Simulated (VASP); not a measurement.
# H21ClO10 in VASP: further runs

Runs on H21ClO10. Level: PBEsol. Tasks: single point.

Everything below comes from runs of VASP 6.6.1. Logs are shortened: lines on timing, memory, paths and dates and some standing lists are left out, and cuts for length are marked.

## Step 1: The cell of the first run

The cell holds a disordered packing, 32 atoms: a = 7.054 Å, b = 7.054 Å, c = 7.054 Å, α = 90.00°, β = 90.00°, γ = 90.00°.

## Step 2: Single point, PBEsol

Input file INCAR:

```
SYSTEM = H21ClO10
ALGO     = Normal         ! electronic algorithm
EDIFF    = 1E-6           ! SCF threshold, eV
ENCUT    = 520            ! plane-wave cutoff, eV
GGA      = PS             ! functional
ISIF     = 2              ! what is computed and relaxed
ISMEAR   = -1             ! smearing method
LASPH    = .True.         ! aspherical terms in the spheres
LCHARG   = .False.        ! write CHGCAR
LREAL    = Auto         
LWAVE    = .False.        ! write WAVECAR
NBANDS   = 66             ! bands
NELM     = 100            ! most SCF steps
PREC     = Accurate       ! precision mode
SIGMA    = 0.05           ! smearing width, eV
```

Input file KPOINTS:

```
k-points
0
Gamma
  1 1 1
  0 0 0
```

Input file POSCAR:

```
H21ClO10
1.0
    7.0540040000      0.0000000000      0.0000000000
    0.0000000000      7.0540040000      0.0000000000
    0.0000000000      0.0000000000      7.0540040000
O H Cl
10 21 1
Direct
    0.1471369135      0.7986417196      0.2321527159
    0.5432343188      0.7333521311      0.3132606075
    0.0415807465      0.3423256676      0.6368778557
   -0.0641874712      0.3118829737      1.0043303499
    0.8363867263      0.6904084756      1.0602419759
    0.5113086676      0.1411090577      0.5784469874
    0.3001684177      0.0911724621      0.0390855278
    0.6648002511      1.0620314368      0.1105922068
    0.8142232232      0.9628854768      0.6819751370
    0.2517504306      0.9512204188      0.7067323394
    0.1892188337      0.9190393170      0.1720453919
    0.2699702983      0.7351120614      0.2535436140
    0.5241765669      0.6733150506      0.4399452141
    0.5754497572      0.8670309457      0.3359222677
   -0.0362545577      0.4150133108      0.5492846195
    0.1604055809      0.4179590377      0.6482664683
   -0.1015453319      0.4466570429      1.0269257782
   -0.0391946841      0.3123012474      0.8644390155
    0.7338733512      0.6787414423      1.1571570440
    0.9570393935      0.7256081833      1.1312541238
    0.3871158339      0.0510670746      0.6318304836
    0.6357973812      0.0843319191      0.6273189033
    0.2344961216      0.2125329964      0.0542098299
    0.4413409102      0.1001403204      0.0681923875
    0.7619539791      1.1604003563      0.0739009613
    0.7203924774      0.9405443713      0.0674374887
    0.9474053828      0.9935564172      0.6559529005
    0.8164441252      0.8613720017      0.7774452055
    0.2929705007      0.8154288363      0.7070120902
    0.2632245636      0.9981658704      0.8437038958
    0.4957565371      0.2767530749      0.6197278108
    0.4218574553      0.5424926023      0.6878478028
```

Potentials or basis: VASP PAW PBE potentials, release 64 (O, H, Cl).

On the command line:

```
> cat potpaw_PBE.64/O/POTCAR potpaw_PBE.64/H/POTCAR potpaw_PBE.64/Cl/POTCAR > POTCAR
> mpirun -np 1 vasp_gam > vasp.out
```

OUTCAR:

```text
SYSTEM = H21ClO10
   EDIFF = 1E-6
   ENCUT = 520
   GGA = PS
   ISIF = 2
   ISMEAR = -1
   LASPH = .True.
   LREAL = Auto
   NELM = 100
   PREC = Accurate

 ion  position               nearest neighbor table
   1  0.147  0.799  0.232-  12 0.99  11 0.99
   2  0.543  0.733  0.313-  14 0.98  13 1.00
   3  0.042  0.342  0.637-  15 0.97  16 1.00
   4  0.936  0.312  0.004-  17 1.00  18 1.00
   5  0.836  0.690  0.060-  19 1.00  20 1.02
   6  0.511  0.141  0.578-  31 1.01  22 1.02  21 1.15
   7  0.300  0.091  0.039-  23 0.98  24 1.02
   8  0.665  0.062  0.111-  26 0.99  25 1.01
   9  0.814  0.963  0.682-  27 0.98  28 0.98
  10  0.252  0.951  0.707-  29 1.00  30 1.02  21 1.30
  11  0.189  0.919  0.172-   1 0.99
  12  0.270  0.735  0.254-   1 0.99
  13  0.524  0.673  0.440-   2 1.00
  14  0.575  0.867  0.336-   2 0.98
  15  0.964  0.415  0.549-   3 0.97
  16  0.160  0.418  0.648-   3 1.00
  17  0.898  0.447  0.027-   4 1.00
  18  0.961  0.312  0.864-   4 1.00
  19  0.734  0.679  0.157-   5 1.00
  20  0.957  0.726  0.131-   5 1.02
  21  0.387  0.051  0.632-   6 1.15  10 1.30
  22  0.636  0.084  0.627-   6 1.02
  23  0.234  0.213  0.054-   7 0.98
  24  0.441  0.100  0.068-   7 1.02
  25  0.762  0.160  0.074-   8 1.01
  26  0.720  0.941  0.067-   8 0.99
  27  0.947  0.994  0.656-   9 0.98
  28  0.816  0.861  0.777-   9 0.98
  29  0.293  0.815  0.707-  10 1.00
  30  0.263  0.998  0.844-  10 1.02
  31  0.496  0.277  0.620-   6 1.01
  32  0.422  0.542  0.688-

  LATTYP: Found a simple cubic cell.
 ALAT       =     7.0540040000

  Lattice vectors:

 A1 = (   7.0540040000,   0.0000000000,   0.0000000000)
 A2 = (   0.0000000000,   7.0540040000,   0.0000000000)
 A3 = (   0.0000000000,   0.0000000000,   7.0540040000)

Analysis of symmetry for initial positions (statically):
=====================================================================
 Subroutine PRICEL returns:
 Original cell was already a primitive cell.

 Routine SETGRP: Setting up the symmetry group for a
 simple cubic supercell.

 Subroutine GETGRP returns: Found  1 space group operations
 (whereof  1 operations were pure point group operations)
 out of a pool of 48 trial point group operations.

The static configuration has the point symmetry C_1 .

Analysis of symmetry for dynamics (positions and initial velocities):
=====================================================================
 Subroutine PRICEL returns:
 Original cell was already a primitive cell.

 Routine SETGRP: Setting up the symmetry group for a
 simple cubic supercell.

 Subroutine GETGRP returns: Found  1 space group operations
 (whereof  1 operations were pure point group operations)
 out of a pool of 48 trial point group operations.

The dynamic configuration has the point symmetry C_1 .

 Subroutine INISYM returns: Found  1 space group operations
 (whereof  1 operations are pure point group operations),
 and found     1 'primitive' translations

----------------------------------------------------------------------------------------

                                     Primitive cell

  volume of cell :     351.0000

  direct lattice vectors                    reciprocal lattice vectors
     7.054004000  0.000000000  0.000000000     0.141763458  0.000000000  0.000000000
     0.000000000  7.054004000  0.000000000     0.000000000  0.141763458  0.000000000
     0.000000000  0.000000000  7.054004000     0.000000000  0.000000000  0.141763458

  length of vectors
     7.054004000  7.054004000  7.054004000     0.141763458  0.141763458  0.141763458

  position of ions in fractional coordinates (direct lattice)
     0.147136913  0.798641720  0.232152716
     0.543234319  0.733352131  0.313260607
     0.041580747  0.342325668  0.636877856
     0.935812529  0.311882974  0.004330350
     0.836386726  0.690408476  0.060241976
     0.511308668  0.141109058  0.578446987
[... 24 lines left out ...]
     0.495756537  0.276753075  0.619727811
     0.421857455  0.542492602  0.687847803

  ion indices of the primitive-cell ions
   primitive index   ion index
                 1           1
                 2           2
                 3           3
                 4           4
                 5           5
                 6           6
[... 24 lines left out ...]
                31          31
                32          32

----------------------------------------------------------------------------------------

 KPOINTS: k-points

Automatic generation of k-mesh.
 Grid dimensions read from file:
 generate k-points for:    1    1    1

 Generating k-lattice:

  Cartesian coordinates                     Fractional coordinates (reciprocal lattice)
     0.141763458  0.000000000  0.000000000     1.000000000  0.000000000  0.000000000
     0.000000000  0.141763458  0.000000000     0.000000000  1.000000000  0.000000000
     0.000000000  0.000000000  0.141763458     0.000000000  0.000000000  1.000000000

  Length of vectors
     0.141763458  0.141763458  0.141763458

  Shift w.r.t. Gamma in fractional coordinates (k-lattice)
     0.000000000  0.000000000  0.000000000

 Subroutine IBZKPT returns following result:
 ===========================================

 Found      1 irreducible k-points:

 Following reciprocal coordinates:
            Coordinates               Weight
  0.000000  0.000000  0.000000      1.000000
   k-points           NKPTS =      1   k-points in BZ     NKDIM =      1   number of bands    NBANDS=     66
   number of dos      NEDOS =    301   number of ions     NIONS =     32
   total plane-waves  NPLWV = 157464
   dimension x,y,z NGX =    54 NGY =   54 NGZ =   54
   dimension x,y,z NGXF=   108 NGYF=  108 NGZF=  108
   ions per type =              10  21   1
   NGX,Y,Z   is equivalent  to a cutoff of  12.73, 12.73, 12.73 a.u.
   NGXF,Y,Z  is equivalent  to a cutoff of  25.45, 25.45, 25.45 a.u.
 SYSTEM =  H21ClO10
   PREC   = accura    normal or accurate (medium, high low for compatibility)
   ISTART =      0    job   : 0-new  1-cont  2-samecut
   ICHARG =      2    charge: 1-file 2-atom 10-const
   ISPIN  =      1    spin polarized calculation?
   LNONCOLLINEAR =      F non collinear calculations
   LSORBIT =      F    spin-orbit coupling
   LASPH  =      T    aspherical Exc in radial PAW
   ENCUT  =  520.0 eV  38.22 Ry    6.18 a.u.  13.12 13.12 13.12*2*pi/ulx,y,z
   NELM   =    100;   NELMIN=  2; NELMDL= -5     # of ELM steps
   EDIFF  = 0.1E-05   stopping-criterion for ELM
   LREAL  =      T    real-space projection
   EDIFFG = 0.1E-04   stopping-criterion for IOM
   NSW    =      0    number of steps for IOM
   IBRION =     -1    ionic relax: 0-MD 1-quasi-New 2-CG
   NFREE  =      0    steps in history (QN), initial steepest desc. (CG)
   ISIF   =      2    stress and relaxation
   ISYM   =      2    0-nonsym 1-usesym 2-fastsym
   POTIM  = 0.5000    time-step for ionic-motion
   TEBEG  =    0.0;   TEEND  =   0.0 temperature during run
   PSTRESS=    0.0 pullay stress
   NELECT =      88.0000    total number of electrons
   NUPDOWN=      -1.0000    fix difference up-down
   EMIN   =  10.00;   EMAX   =-10.00  energy-range for DOS
   EFERMI =   0.00;   METHOD = LEGACY
   ISMEAR =    -1;   SIGMA  =   0.05  broadening in eV -4-tet -1-fermi 0-gaus
   EFERMI_NEDOS =   21; number of points for ismear=-14 and -15
   IALGO  =     38    algorithm
   IMIX   =      4    mixing-type and parameters
     AMIX     =   0.40;   BMIX     =  1.00
     AMIX_MAG =   1.60;   BMIX_MAG =  1.00
  volume/ion in A,a.u.               =      10.97        74.02
  Fermi-wavevector in a.u.,A,eV,Ry     =   1.032286  1.950738 14.498563  1.065614
  Thomas-Fermi vector in A             =   2.166476
   LORBIT       =      0    0 simple, 1 ext, 2 COOP (PROOUT), +10 PAW based schemes
   GGA     = PS    functional components
   LHFCALC =     F    Hartree Fock is set to
   AEXX    =    0.0000 exact exchange contribution
   IVDW    =     0    specifies the selected vdW correction
   LEPSILON=     F    determine dielectric tensor
   LRPA    =     F    only Hartree local field effects (RPA)
 non-spin polarized calculation
  energy-cutoff  :      520.00
  volume of cell :      351.00
 maximum number of plane-waves:      4730
 NGX is ok and might be reduce to    54
   NGX = 27   NGY = 27   NGZ = 27

 number of electron      88.0000002 magnetization

 Free energy of the ion-electron system (eV)
  ---------------------------------------------------
  ext. energy  EPLUGINS =         0.00000000
  ---------------------------------------------------
  free energy    TOTEN  =      -155.63852219 eV

  energy without entropy =     -155.63852219  energy(sigma->0) =     -155.63852219

 E-fermi :  -2.3423     XC(G=0):  -6.6886

 val. band max:       -3.5917955746   @ k =   0.0000   0.0000   0.0000
 cond. band min:       1.2831208816   @ k =   0.0000   0.0000   0.0000
 fundamental gap:      4.8749164562
 Fermi energy:        -2.3423035053

 k-point     1 :       0.0000    0.0000    0.0000
  band No.  band energies     occupation
      1     -23.4999      2.00000
      2     -22.6444      2.00000
      3     -22.3328      2.00000
      4     -22.2175      2.00000
      5     -22.0690      2.00000
      6     -22.0642      2.00000
[... 48 lines left out ...]
     55       6.1486      0.00000
     56       6.5943      0.00000
 [bands above 56 left out]

------------------------ aborting loop because EDIFF is reached ----------------------------------------

  FORCE on cell =-STRESS in cart. coord.  units (eV):
  Direction    XX          YY          ZZ          XY          YZ          ZX
  --------------------------------------------------------------------------------------
  -------------------------------------------------------------------------------------
  Total       -2.8399459     -1.4598156      0.0146349      0.5987843      0.9386750     -0.1894085
  in kB      -12.9632397     -6.6634859      0.0668027      2.7332155      4.2846831     -0.8645757
  external PRESSURE =      -6.5199743 kB  Pullay stress =       0.0000000 kB

 VOLUME and BASIS-vectors are now :
 -----------------------------------------------------------------------------
  energy-cutoff  :      520.00
  volume of cell :      351.00
      direct lattice vectors                 reciprocal lattice vectors
     7.054004000  0.000000000  0.000000000     0.141763458  0.000000000  0.000000000
     0.000000000  7.054004000  0.000000000     0.000000000  0.141763458  0.000000000
     0.000000000  0.000000000  7.054004000     0.000000000  0.000000000  0.141763458

 POSITION                                       TOTAL-FORCE (eV/Angst)
 -----------------------------------------------------------------------------------
      1.03790      5.63362      1.63761         0.038883     -0.053674      0.025354
      3.83198      5.17307      2.20974        -0.007764     -0.031275      0.060089
      0.29331      2.41477      4.49254        -0.029689     -0.018667     -0.006414
      6.60123      2.20002      0.03055         0.017724      0.022380     -0.131964
      5.89988      4.87014      0.42495        -0.055376      0.015230     -0.038494
      3.60677      0.99538      4.08037         0.074410     -0.278025     -0.112929
[... 24 lines left out ...]
      3.49707      1.95222      4.37156        -0.062528      0.205468      0.032707
      2.97578      3.82674      4.85208         0.028619      0.109528      0.004314
 -----------------------------------------------------------------------------------
    total drift:                               -0.002390      0.005910     -0.012208

  FREE ENERGIE OF THE ION-ELECTRON SYSTEM (eV)
  ---------------------------------------------------
  free  energy   TOTEN  =      -155.6385221931 eV

  energy  without entropy=     -155.6385221930  energy(sigma->0) =     -155.63852219
```

Wall time 72 s (1 thread of AMD EPYC 7R13, shared host); peak memory 0.35 GiB.

Results:

* Free energy: -155.6385 eV
* Pressure: -0.7 GPa
* Largest force: 0.309 eV/Å
* Band gap on the k mesh: 4.87 eV

Forces on the atoms (eV/Å):
```
O    0.039 -0.054  0.025
O   -0.008 -0.031  0.060
O   -0.030 -0.019 -0.006
O    0.018  0.022 -0.132
O   -0.055  0.015 -0.038
O    0.074 -0.278 -0.113
O   -0.044 -0.080 -0.043
O   -0.066 -0.004 -0.023
O    0.001 -0.218  0.105
O    0.105 -0.120 -0.089
H   -0.008  0.105 -0.049
H   -0.028 -0.053  0.035
H    0.003 -0.021  0.000
H   -0.003  0.003 -0.057
H   -0.096 -0.033 -0.036
H    0.136 -0.024  0.031
H   -0.049  0.063  0.087
H   -0.014 -0.030  0.046
H    0.007  0.017  0.006
H    0.029  0.019  0.010
H   -0.094 -0.011  0.021
H    0.146 -0.049  0.055
H   -0.140  0.104  0.009
H    0.141 -0.011  0.010
H    0.052  0.111 -0.052
H   -0.022  0.027  0.039
H    0.072  0.095 -0.072
H   -0.093  0.066 -0.008
H   -0.033 -0.042 -0.077
H   -0.010  0.112  0.220
H   -0.063  0.205  0.033
Cl   0.029  0.110  0.004
```

Stress tensor (GPa, compression positive):
```
-1.30  0.27 -0.09
 0.27 -0.67  0.43
-0.09  0.43  0.01
```

Levels at points of the mesh, in eV from the valence-band top:
```
           k point  band 40  band 41  band 42  band 43  band 44  band 45  band 46  band 47  band 48  band 49
(0.00, 0.00, 0.00)    -0.39    -0.24    -0.18    -0.14     0.00     4.87     7.38     7.60     8.20     8.42
```

Caveat: the k points lie up to 0.89 Å⁻¹ apart; the PAW data sets were made with another functional, which shifts forces and pressure a little.

(Part 1 of 2 ends here.)
